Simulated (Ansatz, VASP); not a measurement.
Ag in VASP and in Ansatz

```
CELL_PARAMETERS angstrom
2.82844 0.00000 0.00000
-1.41422 2.44950 0.00000
0.00000 0.00000 20.61880
ATOMIC_POSITIONS crystal
Ag 0.16667 0.33333 0.38799
Ag 0.50000 0.00000 0.50000
Ag 0.83333 0.66667 0.61201
```

Alike in both runs: task single point; functional LDA; k mesh 13 × 13 × 1; occupations fermi-dirac, width 0.05 eV; no spin polarisation.

|  | VASP | Ansatz |
| --- | --- | --- |
| version | VASP 6.6.1 | Ansatz 0.2.0 |
| potentials or method | VASP PAW LDA potentials, release 64 (Ag) | PAW with Ansatz's default frozen-core files, scalar-relativistic |
| plane-wave cutoff (eV) | 520 | 420 |
| valence electrons in the cell | 33 | 57 |

```csv
,VASP,Ansatz,Ansatz less VASP
rms of the force components (eV/Å),0.011,0.015,+0.0039
```

LDA's correlation is that of Perdew and Zunger in VASP and of Perdew and Wang (1992) in Ansatz. Atom by atom the forces differ by 0.004 eV/Å (rms over components). VASP's potentials hold 33 valence electrons a cell and Ansatz's 57, so a difference there can come from the potentials and not from the codes.
